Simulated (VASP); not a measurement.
# ZnS (P2_1) in VASP: notebook

Runs on ZnS. Level: PBE. Tasks: single point.

All numbers are computed with VASP 6.6.1; they aren't measurements. Logs are shortened: lines on timing, memory, paths and dates and some standing lists are left out, and cuts for length are marked.

## Step 1: The cell of the first run

The structure is monoclinic, space group P2_1 (No. 4). The conventional cell has a = 3.846 Å, b = 6.304 Å, c = 3.846 Å, α = 90.00°, β = 120.00°, γ = 90.00°. Zn (site symmetry 1) has 4 S at 2.32 to 2.38 Å within 3.1 Å. S (site symmetry 1) has 4 Zn at 2.32 to 2.38 Å within 3.1 Å.

## Step 2: Single point, PBE (atoms displaced along a vibrational mode)

The input, INCAR:

```
SYSTEM = ZnS
ALGO     = Normal         ! electronic algorithm
EDIFF    = 1E-7           ! SCF threshold, eV
ENCUT    = 520            ! plane-wave cutoff, eV
GGA      = PE             ! functional
ISIF     = 2              ! what is computed and relaxed
ISMEAR   = 0              ! smearing method
LASPH    = .True.         ! aspherical terms in the spheres
LCHARG   = .True.         ! write CHGCAR
LELF     = .True.         ! ELF
LREAL    = .False.        ! projectors in reciprocal space
LVHAR    = .True.       
LWAVE    = .False.        ! write WAVECAR
NBANDS   = 26             ! bands
NELM     = 80             ! most SCF steps
PREC     = Accurate       ! precision mode
SIGMA    = 0.05           ! smearing width, eV
```

The input, KPOINTS:

```
k-points
0
Gamma
  9 9 4
  0 0 0
```

The input, POSCAR:

```
ZnS
1.0
    3.8455587354      0.0000000000      0.0000000000
   -1.9227793677      3.3303515566      0.0000000000
    0.0000000000      0.0000000000      6.3037246812
Zn S
2 2
Direct
    0.2797235215      0.6274215606      0.0052003729
    0.7202764785      0.3725784394      0.5052003729
    0.3766554064      0.6983806252      0.3797996271
    0.6233445936      0.3016193748      0.8797996271
```

Potentials or basis: VASP PAW PBE potentials, release 64 (Zn, S).

Command:

```console
> cat potpaw_PBE.64/Zn/POTCAR potpaw_PBE.64/S/POTCAR > POTCAR
> mpirun -np 1 vasp_std > vasp.out
```

OUTCAR:

```text
SYSTEM = ZnS
   EDIFF = 1E-7
   ENCUT = 520
   GGA = PE
   ISIF = 2
   ISMEAR = 0
   LASPH = .True.
   LREAL = .False.
   NELM = 80
   PREC = Accurate

 ion  position               nearest neighbor table
   1  0.280  0.627  0.005-   4 2.32   4 2.37   4 2.38   3 2.38
   2  0.720  0.373  0.505-   3 2.32   3 2.37   3 2.38   4 2.38
   3  0.377  0.698  0.380-   2 2.32   2 2.37   2 2.38   1 2.38
   4  0.623  0.302  0.880-   1 2.32   1 2.37   1 2.38   2 2.38

  LATTYP: Found a hexagonal cell.
 ALAT       =     3.8455587354
 C/A-ratio  =     1.6392220520

  Lattice vectors:

 A1 = (   3.8455587354,   0.0000000000,   0.0000000000)
 A2 = (  -1.9227793677,   3.3303515566,   0.0000000000)
 A3 = (   0.0000000000,   0.0000000000,   6.3037246812)

Analysis of symmetry for initial positions (statically):
=====================================================================
 Subroutine PRICEL returns:
 Original cell was already a primitive cell.

 Routine SETGRP: Setting up the symmetry group for a
 hexagonal supercell.

 Subroutine GETGRP returns: Found  2 space group operations
 (whereof  1 operations were pure point group operations)
 out of a pool of 24 trial point group operations.

The static configuration has the point symmetry C_1 .
 The point group associated with its full space group is C_2 .

Analysis of symmetry for dynamics (positions and initial velocities):
=====================================================================
 Subroutine PRICEL returns:
 Original cell was already a primitive cell.

 Routine SETGRP: Setting up the symmetry group for a
 hexagonal supercell.

 Subroutine GETGRP returns: Found  2 space group operations
 (whereof  1 operations were pure point group operations)
 out of a pool of 24 trial point group operations.

The dynamic configuration has the point symmetry C_1 .
 The point group associated with its full space group is C_2 .

 Subroutine INISYM returns: Found  2 space group operations
 (whereof  1 operations are pure point group operations),
 and found     1 'primitive' translations

----------------------------------------------------------------------------------------

                                     Primitive cell

  volume of cell :      80.7322

  direct lattice vectors                    reciprocal lattice vectors
     3.845558735  0.000000000  0.000000000     0.260040236  0.150134300  0.000000000
    -1.922779368  3.330351557  0.000000000     0.000000000  0.300268600  0.000000000
     0.000000000  0.000000000  6.303724681     0.000000000  0.000000000  0.158636370

  length of vectors
     3.845558735  3.845558735  6.303724681     0.300268600  0.300268600  0.158636370

  position of ions in fractional coordinates (direct lattice)
     0.279723522  0.627421561  0.005200373
     0.720276478  0.372578439  0.505200373
     0.376655406  0.698380625  0.379799627
     0.623344594  0.301619375  0.879799627

  ion indices of the primitive-cell ions
   primitive index   ion index
                 1           1
                 2           2
                 3           3
                 4           4

----------------------------------------------------------------------------------------

 KPOINTS: k-points

Automatic generation of k-mesh.
 Grid dimensions read from file:
 generate k-points for:    9    9    4

 Generating k-lattice:

  Cartesian coordinates                     Fractional coordinates (reciprocal lattice)
     0.028893360  0.016681589  0.000000000     0.111111111  0.000000000  0.000000000
     0.000000000  0.033363178  0.000000000     0.000000000  0.111111111  0.000000000
     0.000000000  0.000000000  0.039659092     0.000000000  0.000000000  0.250000000

  Length of vectors
     0.033363178  0.033363178  0.039659092

  Shift w.r.t. Gamma in fractional coordinates (k-lattice)
     0.000000000  0.000000000  0.000000000

 Subroutine IBZKPT returns following result:
 ===========================================

 Found    123 irreducible k-points:

 Following reciprocal coordinates:
            Coordinates               Weight
  0.000000  0.000000  0.000000      1.000000
  0.111111  0.000000  0.000000      2.000000
  0.000000  0.111111  0.000000      2.000000
 -0.111111  0.111111  0.000000      2.000000
  0.222222  0.000000  0.000000      2.000000
  0.000000  0.222222  0.000000      2.000000
[... 16 lines left out ...]
  0.333333  0.111111  0.000000      2.000000
 -0.111111  0.444444  0.000000      2.000000
 [... further k-points ...]
   k-points           NKPTS =    123   k-points in BZ     NKDIM =    123   number of bands    NBANDS=     26
   number of dos      NEDOS =    301   number of ions     NIONS =      4
   total plane-waves  NPLWV =  43200
   dimension x,y,z NGX =    30 NGY =   30 NGZ =   48
   dimension x,y,z NGXF=    60 NGYF=   60 NGZF=   96
   ions per type =               2   2
   NGX,Y,Z   is equivalent  to a cutoff of  12.97, 12.97, 12.66 a.u.
   NGXF,Y,Z  is equivalent  to a cutoff of  25.94, 25.94, 25.32 a.u.
 SYSTEM =  ZnS
   PREC   = accura    normal or accurate (medium, high low for compatibility)
   ISTART =      0    job   : 0-new  1-cont  2-samecut
   ICHARG =      2    charge: 1-file 2-atom 10-const
   ISPIN  =      1    spin polarized calculation?
   LNONCOLLINEAR =      F non collinear calculations
   LSORBIT =      F    spin-orbit coupling
   LASPH  =      T    aspherical Exc in radial PAW
   ENCUT  =  520.0 eV  38.22 Ry    6.18 a.u.   7.15  7.15 11.72*2*pi/ulx,y,z
   NELM   =     80;   NELMIN=  2; NELMDL= -5     # of ELM steps
   EDIFF  = 0.1E-06   stopping-criterion for ELM
   LREAL  =      F    real-space projection
   EDIFFG = 0.1E-05   stopping-criterion for IOM
   NSW    =      0    number of steps for IOM
   IBRION =     -1    ionic relax: 0-MD 1-quasi-New 2-CG
   NFREE  =      0    steps in history (QN), initial steepest desc. (CG)
   ISIF   =      2    stress and relaxation
   ISYM   =      2    0-nonsym 1-usesym 2-fastsym
   POTIM  = 0.5000    time-step for ionic-motion
   TEBEG  =    0.0;   TEEND  =   0.0 temperature during run
   PSTRESS=    0.0 pullay stress
   NELECT =      36.0000    total number of electrons
   NUPDOWN=      -1.0000    fix difference up-down
   EMIN   =  10.00;   EMAX   =-10.00  energy-range for DOS
   EFERMI =   0.00;   METHOD = LEGACY
   ISMEAR =     0;   SIGMA  =   0.05  broadening in eV -4-tet -1-fermi 0-gaus
   EFERMI_NEDOS =   21; number of points for ismear=-14 and -15
   IALGO  =     38    algorithm
   IMIX   =      4    mixing-type and parameters
     AMIX     =   0.40;   BMIX     =  1.00
     AMIX_MAG =   1.60;   BMIX_MAG =  1.00
  volume/ion in A,a.u.               =      20.18       136.20
  Fermi-wavevector in a.u.,A,eV,Ry     =   1.250720  2.363518 21.283599  1.564300
  Thomas-Fermi vector in A             =   2.384701
   LORBIT       =      0    0 simple, 1 ext, 2 COOP (PROOUT), +10 PAW based schemes
   GGA     = PE    functional components
   LHFCALC =     F    Hartree Fock is set to
   AEXX    =    0.0000 exact exchange contribution
   IVDW    =     0    specifies the selected vdW correction
   LEPSILON=     F    determine dielectric tensor
   LRPA    =     F    only Hartree local field effects (RPA)
 non-spin polarized calculation
 Gauss-broadening in eV      SIGMA  =   0.05
  energy-cutoff  :      520.00
  volume of cell :       80.73
 maximum number of plane-waves:      2208
 NGX is ok and might be reduce to    30
   NGX = 15   NGY = 15   NGZ = 23

 number of electron      36.0000002 magnetization

 Free energy of the ion-electron system (eV)
  ---------------------------------------------------
  ext. energy  EPLUGINS =         0.00000000
  ---------------------------------------------------
  free energy    TOTEN  =       -13.63822374 eV

  energy without entropy =      -13.63822374  energy(sigma->0) =      -13.63822374

 E-fermi :   2.1799     XC(G=0):  -9.5278

 val. band max:        1.9725455050   @ k =   0.0000   0.0000   0.0000
 cond. band min:       3.9506068497   @ k =   0.0000   0.0000   0.0000
 fundamental gap:      1.9780613447
 Fermi energy:         2.1799347366

 k-point     1 :       0.0000    0.0000    0.0000
  band No.  band energies     occupation
      1     -11.0784      2.00000
      2     -10.1826      2.00000
      3      -4.3718      2.00000
      4      -4.3538      2.00000
      5      -4.2886      2.00000
      6      -4.2666      2.00000
[... 18 lines left out ...]
     25       9.7701      0.00000
     26      10.7950      0.00000

 k-point     2 :       0.1111    0.0000    0.0000
  band No.  band energies     occupation
      1     -10.9988      2.00000
      2     -10.1358      2.00000
      3      -4.3754      2.00000
      4      -4.3419      2.00000
      5      -4.2729      2.00000
      6      -4.2420      2.00000
[... 18 lines left out ...]
     25      10.0580      0.00000
     26      10.2361      0.00000

 k-point     3 :       0.0000    0.1111    0.0000
  band No.  band energies     occupation
      1     -10.9980      2.00000
      2     -10.1397      2.00000
      3      -4.3628      2.00000
      4      -4.3347      2.00000
      5      -4.2884      2.00000
      6      -4.2573      2.00000
[... 18 lines left out ...]
     25       9.8610      0.00000
     26      10.5618      0.00000

 k-point     4 :      -0.1111    0.1111    0.0000
  band No.  band energies     occupation
      1     -10.9984      2.00000
      2     -10.1385      2.00000
      3      -4.3670      2.00000
      4      -4.3365      2.00000
      5      -4.2837      2.00000
      6      -4.2539      2.00000
[... 18 lines left out ...]
     25       9.9428      0.00000
     26      10.5377      0.00000
[... 496 lines left out ...]
      1     -10.5943      2.00000
      2      -9.9347      2.00000
      3      -4.3340      2.00000
      4      -4.2793      2.00000
      5      -4.2304      2.00000
      6      -4.1464      2.00000
[... 18 lines left out ...]
     25      10.6466      0.00000
     26      11.3893      0.00000

 k-point    23 :       0.3333    0.1111    0.0000
  band No.  band energies     occupation
      1     -10.3229      2.00000
      2      -9.8514      2.00000
      3      -4.2934      2.00000
      4      -4.2313      2.00000
      5      -4.1787      2.00000
      6      -4.0962      2.00000
[... 18 lines left out ...]
     25      11.2024      0.00000
     26      11.2719      0.00000

 k-point    24 :      -0.1111    0.4444    0.0000
  band No.  band energies     occupation
      1     -10.2892      2.00000
      2      -9.9155      2.00000
      3      -4.3171      2.00000
      4      -4.2514      2.00000
      5      -4.1589      2.00000
      6      -4.0894      2.00000
[... 18 lines left out ...]
     25      10.5888      0.00000
     26      11.6944      0.00000

 [... further k-points ...]

------------------------ aborting loop because EDIFF is reached ----------------------------------------

  FORCE on cell =-STRESS in cart. coord.  units (eV):
  Direction    XX          YY          ZZ          XY          YZ          ZX
  --------------------------------------------------------------------------------------
  -------------------------------------------------------------------------------------
  Total       -0.0867694      0.1550803     -0.2156056     -0.1744324      0.0000000      0.0000000
  in kB       -1.7219888      3.0776596     -4.2788188     -3.4617130      0.0000000      0.0000000
  external PRESSURE =      -0.9743827 kB  Pullay stress =       0.0000000 kB

 VOLUME and BASIS-vectors are now :
 -----------------------------------------------------------------------------
  energy-cutoff  :      520.00
  volume of cell :       80.73
      direct lattice vectors                 reciprocal lattice vectors
     3.845558735  0.000000000  0.000000000     0.260040236  0.150134300  0.000000000
    -1.922779368  3.330351557  0.000000000     0.000000000  0.300268600  0.000000000
     0.000000000  0.000000000  6.303724681     0.000000000  0.000000000  0.158636370

 POSITION                                       TOTAL-FORCE (eV/Angst)
 -----------------------------------------------------------------------------------
     -0.13070      2.08953      0.03278         0.185576      0.162027      0.070559
      2.05348      1.24082      3.18464        -0.185576     -0.162027      0.070559
      0.10562      2.32585      2.39415        -0.049152     -0.065156     -0.070559
      1.81716      1.00450      5.54601         0.049152      0.065156     -0.070559
 -----------------------------------------------------------------------------------
    total drift:                                0.000000     -0.000000     -0.000428

  FREE ENERGIE OF THE ION-ELECTRON SYSTEM (eV)
  ---------------------------------------------------
  free  energy   TOTEN  =       -13.6382237372 eV

  energy  without entropy=      -13.6382237372  energy(sigma->0) =      -13.63822374
```

Run time: 4.3 min. Hardware: 1 thread of Intel Xeon Platinum 8488C (Sapphire Rapids), shared host; peak memory 0.34 GiB.

What came out:

| Property | Result |
| --- | --- |
| Free energy | -13.6382 eV |
| Pressure | -0.1 GPa |
| Largest force | 0.256 eV/Å |
| Band gap on the k mesh | 1.98 eV |

Forces on the atoms (eV/Å):
```
Zn   0.186  0.162  0.071
Zn  -0.186 -0.162  0.071
S   -0.049 -0.065 -0.071
S    0.049  0.065 -0.071
```

Stress tensor (GPa, compression positive):
```
-0.17 -0.35  0.00
-0.35  0.31  0.00
 0.00  0.00 -0.43
```

Caveat: the cell differs from its parent crystal (atoms displaced along a vibrational mode).

## Step 3: Single point, PBE (atoms displaced along a vibrational mode)

The input, INCAR:

```
  ALGO = Normal
  EDIFF = 1E-6
  ENCUT = 520
  GGA = PE
  ISIF = 2
  ISMEAR = 0
  LASPH = True
  LCHARG = False
  LREAL = False
  LWAVE = False
  NBANDS = 26
  NELM = 60
  PREC = Accurate
  SIGMA = 0.05
```

The input, KPOINTS:

```
k-points
0
Gamma
  9 9 4
```

The input, POSCAR:

```
ZnS
1.0
    3.8455587354      0.0000000000      0.0000000000
   -1.9227793677      3.3303515566      0.0000000000
    0.0000000000      0.0000000000      6.3037246812
Zn S
2 2
Direct
    0.3189686275      0.7059117727      0.0052003729
    0.6810313725      0.2940882273      0.5052003729
    0.3449414478      0.6349527081      0.3797996271
    0.6550585522      0.3650472919      0.8797996271
```

Potentials or basis: VASP PAW PBE potentials, release 64 (Zn, S).

Command:

```console
> cat potpaw_PBE.64/Zn/POTCAR potpaw_PBE.64/S/POTCAR > POTCAR
> mpirun -np 1 vasp_std > vasp.out
```

It took 3.7 min on 1 thread of Intel Xeon Platinum 8488C (Sapphire Rapids), shared host; peak memory 0.34 GiB.

The run converged. Its results:

| Property | Result |
| --- | --- |
| Free energy | -13.6402 eV |
| Pressure | -0.1 GPa |
| Largest force | 0.225 eV/Å |
| Band gap on the k mesh | 2.01 eV |

Forces in eV/Å, atoms in the order of the input:
```
Zn   0.138 -0.162  0.073
Zn  -0.138  0.162  0.073
S   -0.082  0.066 -0.073
S    0.082 -0.066 -0.073
```

Stress tensor (GPa, compression positive):
```
 0.30 -0.13  0.00
-0.13 -0.18  0.00
 0.00  0.00 -0.46
```

Levels at points of the mesh, in eV from the valence-band top:
| k point | band 15 | band 16 | band 17 | band 18 | band 19 | band 20 | band 21 | band 22 |
| --- | --- | --- | --- | --- | --- | --- | --- | --- |
| (0.00, 0.00, 0.00) | -0.81 | -0.12 | -0.07 | 0.00 | 2.01 | 3.06 | 6.01 | 6.50 |
| (0.00, 0.00, 0.50) | -0.51 | -0.51 | -0.43 | -0.43 | 3.42 | 3.42 | 6.49 | 6.49 |

Caveat: the cell differs from its parent crystal (atoms displaced along a vibrational mode).
